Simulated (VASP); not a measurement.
# B (P6/mmm) in VASP: further runs

The runs below take B through relaxation of cell and atoms, single point, with PBE.

Program: VASP 6.6.1. These are calculated values, not measurements. Logs are shortened: lines on timing, memory, paths and dates and some standing lists are left out, and cuts for length are marked.

### 1 The cell of the first run

Symmetry: P6/mmm, No. 191, hexagonal system. The conventional cell has a = 2.148 Å, b = 2.148 Å, c = 2.664 Å, α = 90.00°, β = 90.00°, γ = 120.00°. B (site symmetry -6m2) has 3 B at 1.24 Å within 1.7 Å.

The cell was generated, and may not be a known phase.

### 2 Relaxation of cell and atoms, PBE

Input file INCAR:

```
PREC     = Accurate       # precision mode
ENCUT    = 600            # plane-wave cutoff, eV
EDIFF    = 1E-6           # SCF threshold, eV
ISMEAR   = 0              # smearing method
SIGMA    = 0.1            # smearing width, eV
LREAL    = False          # projectors in reciprocal space
LASPH    = True           # aspherical terms in the spheres
NELM     = 80             # most SCF steps
ALGO     = Normal         # electronic algorithm
ISIF     = 3              # what is computed and relaxed
LWAVE    = False          # write WAVECAR
LCHARG   = False          # write CHGCAR
GGA      = PE             # functional
IBRION   = 2              # ionic algorithm
NSW      = 90             # ionic steps
EDIFFG   = -0.04          # ionic threshold
```

Input file KPOINTS:

```
Automatic mesh
0
Gamma
  12 12 6
```

Input file POSCAR:

```
B
1.0
    2.1480689700      0.0000000000      0.0000000000
   -1.0740344900      1.8602823000      0.0000000000
    0.0000000000      0.0000000000      2.6644907300
B
2
Direct
    0.3333333300      0.6666666700      0.0000000000
    0.6666666700      0.3333333300      0.0000000000
```

Potentials or basis: VASP PAW PBE potentials, release 64 (B).

Command:

```sh
$ cat potpaw_PBE.64/B/POTCAR > POTCAR
$ mpirun -np 1 vasp_std > vasp.out
```

OUTCAR:

```text
PREC = Accurate
   ENCUT = 600
   EDIFF = 1E-6
   ISMEAR = 0
   LREAL = False
   LASPH = True
   NELM = 80
   ISIF = 3
   GGA = PE
   IBRION = 2
   NSW = 90
   EDIFFG = -0.04

 ion  position               nearest neighbor table
   1  0.333  0.667  0.000-   2 1.24   2 1.24   2 1.24
   2  0.667  0.333  0.000-   1 1.24   1 1.24   1 1.24

  LATTYP: Found a hexagonal cell.
 ALAT       =     2.1480689700
 C/A-ratio  =     1.2404120944

  Lattice vectors:

 A1 = (   2.1480689700,   0.0000000000,   0.0000000000)
 A2 = (  -1.0740344900,   1.8602823000,   0.0000000000)
 A3 = (   0.0000000000,   0.0000000000,   2.6644907300)

Analysis of symmetry for initial positions (statically):
=====================================================================
 Subroutine PRICEL returns:
 Original cell was already a primitive cell.

 Routine SETGRP: Setting up the symmetry group for a
 hexagonal supercell.

 Subroutine GETGRP returns: Found 24 space group operations
 (whereof 24 operations were pure point group operations)
 out of a pool of 24 trial point group operations.

The static configuration has the point symmetry D_6h.

Analysis of symmetry for dynamics (positions and initial velocities):
=====================================================================
 Subroutine PRICEL returns:
 Original cell was already a primitive cell.

 Routine SETGRP: Setting up the symmetry group for a
 hexagonal supercell.

 Subroutine GETGRP returns: Found 24 space group operations
 (whereof 24 operations were pure point group operations)
 out of a pool of 24 trial point group operations.

The dynamic configuration has the point symmetry D_6h.

 Subroutine INISYM returns: Found 24 space group operations
 (whereof 24 operations are pure point group operations),
 and found     1 'primitive' translations

----------------------------------------------------------------------------------------

                                     Primitive cell

  volume of cell :      10.6473

  direct lattice vectors                    reciprocal lattice vectors
     2.148068970  0.000000000  0.000000000     0.465534400  0.268776412  0.000000000
    -1.074034490  1.860282300  0.000000000     0.000000000  0.537552822  0.000000000
     0.000000000  0.000000000  2.664490730     0.000000000  0.000000000  0.375306241

  length of vectors
     2.148068970  2.148068975  2.664490730     0.537552823  0.537552822  0.375306241

  position of ions in fractional coordinates (direct lattice)
     0.333333330  0.666666670  0.000000000
     0.666666670  0.333333330  0.000000000

  ion indices of the primitive-cell ions
   primitive index   ion index
                 1           1
                 2           2

----------------------------------------------------------------------------------------

 KPOINTS: Automatic mesh

Automatic generation of k-mesh.
 Grid dimensions read from file:
 generate k-points for:   12   12    6

 Generating k-lattice:

  Cartesian coordinates                     Fractional coordinates (reciprocal lattice)
     0.038794533  0.022398034  0.000000000     0.083333333  0.000000000  0.000000000
     0.000000000  0.044796068  0.000000000     0.000000000  0.083333333  0.000000000
     0.000000000  0.000000000  0.062551040     0.000000000  0.000000000  0.166666667

  Length of vectors
     0.044796069  0.044796068  0.062551040

  Shift w.r.t. Gamma in fractional coordinates (k-lattice)
     0.000000000  0.000000000  0.000000000

 Subroutine IBZKPT returns following result:
 ===========================================

 Found     76 irreducible k-points:

 Following reciprocal coordinates:
            Coordinates               Weight
  0.000000  0.000000  0.000000      1.000000
  0.083333  0.000000  0.000000      6.000000
  0.166667  0.000000  0.000000      6.000000
  0.250000  0.000000  0.000000      6.000000
  0.333333  0.000000  0.000000      6.000000
  0.416667  0.000000  0.000000      6.000000
[... 16 lines left out ...]
  0.250000  0.000000  0.166667     12.000000
  0.333333  0.000000  0.166667     12.000000
 [... further k-points ...]
   k-points           NKPTS =     76   k-points in BZ     NKDIM =     76   number of bands    NBANDS=      7
   number of dos      NEDOS =    301   number of ions     NIONS =      2
   total plane-waves  NPLWV =   7776
   dimension x,y,z NGX =    18 NGY =   18 NGZ =   24
   dimension x,y,z NGXF=    36 NGYF=   36 NGZF=   48
   ions per type =               2
   NGX,Y,Z   is equivalent  to a cutoff of  13.93, 13.93, 14.97 a.u.
   NGXF,Y,Z  is equivalent  to a cutoff of  27.86, 27.86, 29.95 a.u.
 SYSTEM =  unknown system
   PREC   = accura    normal or accurate (medium, high low for compatibility)
   ISTART =      0    job   : 0-new  1-cont  2-samecut
   ICHARG =      2    charge: 1-file 2-atom 10-const
   ISPIN  =      1    spin polarized calculation?
   LNONCOLLINEAR =      F non collinear calculations
   LSORBIT =      F    spin-orbit coupling
   LASPH  =      T    aspherical Exc in radial PAW
   ENCUT  =  600.0 eV  44.10 Ry    6.64 a.u.   4.29  4.29  5.32*2*pi/ulx,y,z
   NELM   =     80;   NELMIN=  2; NELMDL= -5     # of ELM steps
   EDIFF  = 0.1E-05   stopping-criterion for ELM
   LREAL  =      F    real-space projection
   EDIFFG = -.4E-01   stopping-criterion for IOM
   NSW    =     90    number of steps for IOM
   IBRION =      2    ionic relax: 0-MD 1-quasi-New 2-CG
   NFREE  =      1    steps in history (QN), initial steepest desc. (CG)
   ISIF   =      3    stress and relaxation
   ISYM   =      2    0-nonsym 1-usesym 2-fastsym
   POTIM  = 0.5000    time-step for ionic-motion
   TEBEG  =    0.0;   TEEND  =   0.0 temperature during run
   PSTRESS=    0.0 pullay stress
   NELECT =       6.0000    total number of electrons
   NUPDOWN=      -1.0000    fix difference up-down
   EMIN   =  10.00;   EMAX   =-10.00  energy-range for DOS
   EFERMI =   0.00;   METHOD = LEGACY
   ISMEAR =     0;   SIGMA  =   0.10  broadening in eV -4-tet -1-fermi 0-gaus
   EFERMI_NEDOS =   21; number of points for ismear=-14 and -15
   IALGO  =     38    algorithm
   IMIX   =      4    mixing-type and parameters
     AMIX     =   0.40;   BMIX     =  1.00
     AMIX_MAG =   1.60;   BMIX_MAG =  1.00
  volume/ion in A,a.u.               =       5.32        35.93
  Fermi-wavevector in a.u.,A,eV,Ry     =   1.352212  2.555310 24.877948  1.828478
  Thomas-Fermi vector in A             =   2.479570
   LORBIT       =      0    0 simple, 1 ext, 2 COOP (PROOUT), +10 PAW based schemes
   GGA     = PE    functional components
   LHFCALC =     F    Hartree Fock is set to
   AEXX    =    0.0000 exact exchange contribution
   IVDW    =     0    specifies the selected vdW correction
   LEPSILON=     F    determine dielectric tensor
   LRPA    =     F    only Hartree local field effects (RPA)
 conjugate gradient relaxation of ions
 non-spin polarized calculation
 Gauss-broadening in eV      SIGMA  =   0.10
  energy-cutoff  :      600.00
  volume of cell :       10.65
 maximum number of plane-waves:       372
 NGX is ok and might be reduce to    18
   NGX =  9   NGY =  9   NGZ = 11

--------------------------------------- Ionic step        1  -------------------------------------------

 number of electron       6.0000000 magnetization

 Free energy of the ion-electron system (eV)
  ---------------------------------------------------
  ext. energy  EPLUGINS =         0.00000000
  ---------------------------------------------------
  free energy    TOTEN  =        -0.38551360 eV

  energy without entropy =       -0.38216678  energy(sigma->0) =       -0.38384019

------------------------ aborting loop because EDIFF is reached ----------------------------------------

  FORCE on cell =-STRESS in cart. coord.  units (eV):
  Direction    XX          YY          ZZ          XY          YZ          ZX
  --------------------------------------------------------------------------------------
  -------------------------------------------------------------------------------------
  Total       40.6907179     40.6907180      0.7968651     -0.0000001     -0.0000000      0.0000000
  in kB     6123.0054445   6123.0054636    119.9096376     -0.0000165     -0.0000000      0.0000000
  external PRESSURE =    4121.9735152 kB  Pullay stress =       0.0000000 kB
[... 830 lines left out ...]
 k-point    24 :       0.3333    0.0000    0.1667
  band No.  band energies     occupation
      1      -5.9261      2.00000
      2      -0.5715      2.00000
      3       3.0108      2.00000
      4      10.1449      2.00000
      5      17.1876      0.00000
      6      18.0344      0.00000
      7      25.9743      0.00000

 [... further k-points ...]

[... ionic steps 4 to 13 ...]

--------------------------------------- Ionic step       14  -------------------------------------------

 number of electron       6.0000000 magnetization

------------------------ aborting loop because EDIFF is reached ----------------------------------------

  FORCE on cell =-STRESS in cart. coord.  units (eV):
  Direction    XX          YY          ZZ          XY          YZ          ZX
  --------------------------------------------------------------------------------------
  -------------------------------------------------------------------------------------
  Total        0.1993665      0.1993665      0.2088651     -0.0000000     -0.0000000      0.0000000
  in kB       21.5709011     21.5709012     22.5986239     -0.0000001     -0.0000000      0.0000000
  external PRESSURE =      21.9134754 kB  Pullay stress =       0.0000000 kB
[... 57 lines left out ...]
  energy  without entropy=      -11.8768563665  energy(sigma->0) =      -11.87828425

--------------------------------------- Ionic step       16  -------------------------------------------

 number of electron       6.0000000 magnetization

 Free energy of the ion-electron system (eV)
  ---------------------------------------------------
  ext. energy  EPLUGINS =         0.00000000
  ---------------------------------------------------
  free energy    TOTEN  =       -11.88187475 eV

  energy without entropy =      -11.87879452  energy(sigma->0) =      -11.88033463

 E-fermi :   5.7632     XC(G=0): -11.6114

 val. band max:        5.7446236518   @ k =   0.0833   0.0833   0.3333
 cond. band min:       5.7761624180   @ k =   0.2500   0.1667   0.5000
 fundamental gap:      0.0315387663
 Fermi energy:         5.7631956015

 k-point     1 :       0.0000    0.0000    0.0000
  band No.  band energies     occupation
      1      -9.1774      2.00000
      2       3.8370      2.00000
      3       3.8370      2.00000
      4      11.0185      0.00000
      5      11.0368      0.00000
      6      11.0368      0.00000
      7      19.0948      0.00000
[... 259 lines left out ...]
  FREE ENERGIE OF THE ION-ELECTRON SYSTEM (eV)
  ---------------------------------------------------
  free  energy   TOTEN  =       -11.8818747517 eV

  energy  without entropy=      -11.8787945153  energy(sigma->0) =      -11.88033463

 reached required accuracy - stopping structural energy minimisation
```

Wall time 60 s (1 thread of Intel Xeon Platinum 8375C at 2.90GHz (Ice Lake), shared host); peak memory 0.12 GiB.

Results:

```yaml
Free_energy: -11.8819 eV
Relaxed_volume: 7.48 Å³/atom
Relaxed_cell: a = 3.020 Å, b = 3.020 Å, c = 1.894 Å, α = 90.00°, β = 90.00°, γ = 120.00°
Space_group_after_relaxing_to_0.1_Å: P6/mmm (No. 191)
Pressure_after_relaxing: 0.0 GPa
Band_gap_on_the_k_mesh: zero (bands 3 and 4 overlap by 5.20 eV)
```

Stress tensor (GPa, compression positive):
```
-0.38  0.00  0.00
 0.00 -0.38  0.00
 0.00  0.00  0.73
```

Final structure:
```
CELL_PARAMETERS angstrom
3.02025 0.00000 0.00000
-1.51012 2.61561 0.00000
0.00000 0.00000 1.89432
ATOMIC_POSITIONS crystal
B 0.33333 0.66667 0.00000
B 0.66667 0.33333 0.00000
```

Caveat: the k points lie up to 0.55 Å⁻¹ apart in the final cell, too coarse for converged energies and pressures of a metal; the volume moved by over 15 % at a fixed basis, so the end points are rough.

(Continued in part 2 of 2.)

The gap in the log of VASP goes by the Fermi energy; the results here count the filled bands.